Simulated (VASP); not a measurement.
# Re (I4/mmm) in VASP: notebook

Re is run at these levels: LDA; tasks: single point.

Program: VASP 6.6.1. These are calculated values, not measurements. Logs are shortened: lines on timing, memory, paths and dates and some standing lists are left out, and cuts for length are marked.

## 1. The cell of the first run

Symmetry: I4/mmm, No. 139, tetragonal system. Conventional cell: a = 2.709 Å, b = 2.709 Å, c = 3.950 Å, α = 90.00°, β = 90.00°, γ = 90.00°. Re (site symmetry 4/mmm) has 12 Re at 2.71 to 2.75 Å within 3.6 Å.

## 2. Single point, LDA (equal xx and yy strain of -3 %)

INCAR

```
PREC = Accurate
ENCUT = 520
EDIFF = 1E-6
ISMEAR = -1
SIGMA = 0.03
LREAL = F
LASPH = T
NELM = 80
ALGO = Normal
ISIF = 2
LWAVE = F
LCHARG = F
GGA = CA
NBANDS = 10
```

KPOINTS

```
regular mesh
0
Gamma
  14 14 14
```

POSCAR

```
Re
1.0
    0.0000000000      1.9157500000      1.9750000000
    1.9157500000      0.0000000000      1.9750000000
    1.9157500000      1.9157500000      0.0000000000
Re
1
Direct
    0.0000000000      0.0000000000      0.0000000000
```

Potentials or basis: VASP PAW LDA potentials, release 64 (Re).

Run with:

```console
> cat potpaw_LDA.64/Re/POTCAR > POTCAR
> mpirun -np 1 vasp_std > vasp.out
```

OUTCAR:

```text
PREC = Accurate
   ENCUT = 520
   EDIFF = 1E-6
   ISMEAR = -1
   LREAL = F
   LASPH = T
   NELM = 80
   ISIF = 2
   GGA = CA

 ion  position               nearest neighbor table
   1  0.000  0.000  0.000-

  LATTYP: Found a body centered tetragonal cell.
 ALAT       =     2.7092796321
 C/A-ratio  =     1.4579521262

  Lattice vectors:

 A1 = (  -1.9157500000,   0.0000000000,   1.9750000000)
 A2 = (   1.9157500000,   0.0000000000,   1.9750000000)
 A3 = (   0.0000000000,   1.9157500000,  -1.9750000000)

Analysis of symmetry for initial positions (statically):
=====================================================================
 Subroutine PRICEL returns:
 Original cell was already a primitive cell.

 Routine SETGRP: Setting up the symmetry group for a
 body centered tetragonal supercell.

 Subroutine GETGRP returns: Found 16 space group operations
 (whereof 16 operations were pure point group operations)
 out of a pool of 16 trial point group operations.

The static configuration has the point symmetry D_4h.

Analysis of symmetry for dynamics (positions and initial velocities):
=====================================================================
 Subroutine PRICEL returns:
 Original cell was already a primitive cell.

 Routine SETGRP: Setting up the symmetry group for a
 body centered tetragonal supercell.

 Subroutine GETGRP returns: Found 16 space group operations
 (whereof 16 operations were pure point group operations)
 out of a pool of 16 trial point group operations.

The dynamic configuration has the point symmetry D_4h.

 Subroutine INISYM returns: Found 16 space group operations
 (whereof 16 operations are pure point group operations),
 and found     1 'primitive' translations

----------------------------------------------------------------------------------------

                                     Primitive cell

  volume of cell :      14.4969

  direct lattice vectors                    reciprocal lattice vectors
     0.000000000  1.915750000  1.975000000    -0.260994389  0.260994389  0.253164557
     1.915750000  0.000000000  1.975000000     0.260994389 -0.260994389  0.253164557
     1.915750000  1.915750000  0.000000000     0.260994389  0.260994389 -0.253164557

  length of vectors
     2.751494696  2.751494696  2.709279632     0.447580646  0.447580646  0.447580646

  position of ions in fractional coordinates (direct lattice)
     0.000000000  0.000000000  0.000000000

  ion indices of the primitive-cell ions
   primitive index   ion index
                 1           1

----------------------------------------------------------------------------------------

 KPOINTS: regular mesh

Automatic generation of k-mesh.
 Grid dimensions read from file:
 generate k-points for:   14   14   14

 Generating k-lattice:

  Cartesian coordinates                     Fractional coordinates (reciprocal lattice)
    -0.018642456  0.018642456  0.018083183     0.071428571  0.000000000  0.000000000
     0.018642456 -0.018642456  0.018083183     0.000000000  0.071428571  0.000000000
     0.018642456  0.018642456 -0.018083183     0.000000000  0.000000000  0.071428571

  Length of vectors
     0.031970046  0.031970046  0.031970046

  Shift w.r.t. Gamma in fractional coordinates (k-lattice)
     0.000000000  0.000000000  0.000000000

 Subroutine IBZKPT returns following result:
 ===========================================

 Found    244 irreducible k-points:

 Following reciprocal coordinates:
            Coordinates               Weight
  0.000000  0.000000  0.000000      1.000000
  0.071429  0.000000  0.000000      8.000000
  0.142857  0.000000  0.000000      8.000000
  0.214286  0.000000  0.000000      8.000000
  0.285714  0.000000  0.000000      8.000000
  0.357143  0.000000  0.000000      8.000000
[... 16 lines left out ...]
  0.214286  0.142857  0.000000      8.000000
  0.285714  0.142857  0.000000      8.000000
 [... further k-points ...]
   k-points           NKPTS =    244   k-points in BZ     NKDIM =    244   number of bands    NBANDS=     10
   number of dos      NEDOS =    301   number of ions     NIONS =      1
   total plane-waves  NPLWV =   8000
   dimension x,y,z NGX =    20 NGY =   20 NGZ =   20
   dimension x,y,z NGXF=    40 NGYF=   40 NGZF=   40
   ions per type =               1
   NGX,Y,Z   is equivalent  to a cutoff of  12.08, 12.08, 12.27 a.u.
   NGXF,Y,Z  is equivalent  to a cutoff of  24.17, 24.17, 24.54 a.u.
 SYSTEM =  unknown system
   PREC   = accura    normal or accurate (medium, high low for compatibility)
   ISTART =      0    job   : 0-new  1-cont  2-samecut
   ICHARG =      2    charge: 1-file 2-atom 10-const
   ISPIN  =      1    spin polarized calculation?
   LNONCOLLINEAR =      F non collinear calculations
   LSORBIT =      F    spin-orbit coupling
   LASPH  =      T    aspherical Exc in radial PAW
   ENCUT  =  520.0 eV  38.22 Ry    6.18 a.u.   5.12  5.12  5.04*2*pi/ulx,y,z
   NELM   =     80;   NELMIN=  2; NELMDL= -5     # of ELM steps
   EDIFF  = 0.1E-05   stopping-criterion for ELM
   LREAL  =      F    real-space projection
   EDIFFG = 0.1E-04   stopping-criterion for IOM
   NSW    =      0    number of steps for IOM
   IBRION =     -1    ionic relax: 0-MD 1-quasi-New 2-CG
   NFREE  =      0    steps in history (QN), initial steepest desc. (CG)
   ISIF   =      2    stress and relaxation
   ISYM   =      2    0-nonsym 1-usesym 2-fastsym
   POTIM  = 0.5000    time-step for ionic-motion
   TEBEG  =    0.0;   TEEND  =   0.0 temperature during run
   PSTRESS=    0.0 pullay stress
   NELECT =       7.0000    total number of electrons
   NUPDOWN=      -1.0000    fix difference up-down
   EMIN   =  10.00;   EMAX   =-10.00  energy-range for DOS
   EFERMI =   0.00;   METHOD = LEGACY
   ISMEAR =    -1;   SIGMA  =   0.03  broadening in eV -4-tet -1-fermi 0-gaus
   EFERMI_NEDOS =   21; number of points for ismear=-14 and -15
   IALGO  =     38    algorithm
   IMIX   =      4    mixing-type and parameters
     AMIX     =   0.40;   BMIX     =  1.00
     AMIX_MAG =   1.60;   BMIX_MAG =  1.00
  volume/ion in A,a.u.               =      14.50        97.83
  Fermi-wavevector in a.u.,A,eV,Ry     =   1.284348  2.427065 22.443475  1.649549
  Thomas-Fermi vector in A             =   2.416547
   LORBIT       =      0    0 simple, 1 ext, 2 COOP (PROOUT), +10 PAW based schemes
   GGA     = CA    functional components
   LHFCALC =     F    Hartree Fock is set to
   AEXX    =    0.0000 exact exchange contribution
   IVDW    =     0    specifies the selected vdW correction
   LEPSILON=     F    determine dielectric tensor
   LRPA    =     F    only Hartree local field effects (RPA)
 non-spin polarized calculation
  energy-cutoff  :      520.00
  volume of cell :       14.50
 maximum number of plane-waves:       399
   NGX = 11   NGY = 11   NGZ =  9

 number of electron       7.0000001 magnetization

 Free energy of the ion-electron system (eV)
  ---------------------------------------------------
  ext. energy  EPLUGINS =         0.00000000
  ---------------------------------------------------
  free energy    TOTEN  =       -13.68303736 eV

  energy without entropy =      -13.68012677  energy(sigma->0) =      -13.68158207

 E-fermi :   8.3090     XC(G=0): -13.9225

 val. band max:        8.3077790086   @ k =  -0.3571   0.2857   0.0714
 cond. band min:       8.3192730122   @ k =  -0.4286   0.2857   0.1429
 fundamental gap:      0.0114940036
 Fermi energy:         8.3089758805

 k-point     1 :       0.0000    0.0000    0.0000
  band No.  band energies     occupation
      1      -1.8575      2.00000
      2       6.0293      2.00000
      3       6.4898      2.00000
      4       6.4898      2.00000
      5       9.2484      0.00000
      6       9.8889      0.00000
      7      22.3025      0.00000
      8      27.2902      0.00000
      9      28.3507      0.00000
     10      28.3507      0.00000

 k-point     2 :       0.0714    0.0000    0.0000
  band No.  band energies     occupation
      1      -1.6158      2.00000
      2       6.0260      2.00000
      3       6.4415      2.00000
      4       6.6035      2.00000
      5       9.1742      0.00000
      6       9.7819      0.00000
      7      22.7716      0.00000
      8      26.7809      0.00000
      9      28.1592      0.00000
     10      28.8037      0.00000

 k-point     3 :       0.1429    0.0000    0.0000
  band No.  band energies     occupation
      1      -0.9382      2.00000
      2       5.7741      2.00000
      3       6.5641      2.00000
      4       6.8748      2.00000
      5       9.0821      0.00000
      6       9.5773      0.00000
      7      23.8628      0.00000
      8      25.2368      0.00000
      9      29.2937      0.00000
     10      30.0922      0.00000

 k-point     4 :       0.2143    0.0000    0.0000
  band No.  band energies     occupation
      1       0.0040      2.00000
      2       5.5117      2.00000
      3       6.6452      2.00000
      4       7.0612      2.00000
      5       9.3198      0.00000
      6       9.6090      0.00000
      7      23.0864      0.00000
      8      25.8714      0.00000
      9      31.1736      0.00000
     10      32.0317      0.00000

 k-point     5 :       0.2857    0.0000    0.0000
  band No.  band energies     occupation
      1       0.8544      2.00000
      2       5.7284      2.00000
      3       6.4618      2.00000
      4       6.9404      2.00000
      5      10.0701      0.00000
      6      10.1502      0.00000
      7      21.6716      0.00000
      8      25.9533      0.00000
      9      32.8107      0.00000
     10      33.5187      0.00000

 k-point     6 :       0.3571    0.0000    0.0000
  band No.  band energies     occupation
      1       1.2642      2.00000
      2       6.1690      2.00000
      3       6.6628      2.00000
      4       6.7156      2.00000
      5      10.9985      0.00000
      6      11.0847      0.00000
      7      20.3991      0.00000
      8      24.0204      0.00000
      9      31.1078      0.00000
     10      31.3070      0.00000
[... 183 lines left out ...]
 k-point    21 :      -0.0714    0.0714    0.0000
  band No.  band energies     occupation
      1      -1.2147      2.00000
      2       5.9926      2.00000
      3       6.3938      2.00000
      4       6.7637      2.00000
      5       9.3466      0.00000
      6       9.3914      0.00000
      7      23.5227      0.00000
      8      26.0639      0.00000
      9      27.7829      0.00000
     10      29.9348      0.00000

 k-point    22 :       0.1429    0.1429    0.0000
  band No.  band energies     occupation
      1      -0.6727      2.00000
      2       5.0882      2.00000
      3       7.2736      2.00000
      4       7.2736      2.00000
      5       7.9828      1.99996
      6      10.2676      0.00000
      7      24.5539      0.00000
      8      26.4863      0.00000
      9      28.8317      0.00000
     10      28.8317      0.00000

 k-point    23 :       0.2143    0.1429    0.0000
  band No.  band energies     occupation
      1       0.0487      2.00000
      2       4.7264      2.00000
      3       7.0831      2.00000
      4       7.6514      2.00000
      5       8.1523      1.98926
      6      10.4502      0.00000
      7      25.4966      0.00000
      8      25.9937      0.00000
      9      29.1875      0.00000
     10      29.6179      0.00000

 k-point    24 :       0.2857    0.1429    0.0000
  band No.  band energies     occupation
      1       0.9679      2.00000
      2       4.5571      2.00000
      3       6.4061      2.00000
      4       7.8180      2.00000
      5       9.1509      0.00000
      6      10.8305      0.00000
      7      24.0479      0.00000
      8      27.0410      0.00000
      9      29.6237      0.00000
     10      29.7948      0.00000

 [... further k-points ...]

------------------------ aborting loop because EDIFF is reached ----------------------------------------

  FORCE on cell =-STRESS in cart. coord.  units (eV):
  Direction    XX          YY          ZZ          XY          YZ          ZX
  --------------------------------------------------------------------------------------
  -------------------------------------------------------------------------------------
  Total        0.0943300      0.0943300     -0.6806835      0.0000000      0.0000000      0.0000000
  in kB       10.4252326     10.4252326    -75.2282611      0.0000000      0.0000000      0.0000000
  external PRESSURE =     -18.1259320 kB  Pullay stress =       0.0000000 kB

 VOLUME and BASIS-vectors are now :
 -----------------------------------------------------------------------------
  energy-cutoff  :      520.00
  volume of cell :       14.50
      direct lattice vectors                 reciprocal lattice vectors
     0.000000000  1.915750000  1.975000000    -0.260994389  0.260994389  0.253164557
     1.915750000  0.000000000  1.975000000     0.260994389 -0.260994389  0.253164557
     1.915750000  1.915750000  0.000000000     0.260994389  0.260994389 -0.253164557

 POSITION                                       TOTAL-FORCE (eV/Angst)
 -----------------------------------------------------------------------------------
      0.00000      0.00000      0.00000        -0.000000      0.000000     -0.000000
 -----------------------------------------------------------------------------------
    total drift:                                0.000000      0.000000     -0.000000

  FREE ENERGIE OF THE ION-ELECTRON SYSTEM (eV)
  ---------------------------------------------------
  free  energy   TOTEN  =       -13.6830373559 eV

  energy  without entropy=      -13.6801267749  energy(sigma->0) =      -13.68158207
```

Run time: 12 s. Hardware: 1 thread of Intel Xeon 6975P-C (Granite Rapids), shared host; peak memory 0.14 GiB.

Results:

```
Free energy : -13.6830 eV
Pressure    : -1.8 GPa
```

Caveat: the cell differs from its parent crystal (equal xx and yy strain of -3 %); spin-orbit coupling is left out, which moves the levels of the heavy elements.

[end of part 1 of 2]
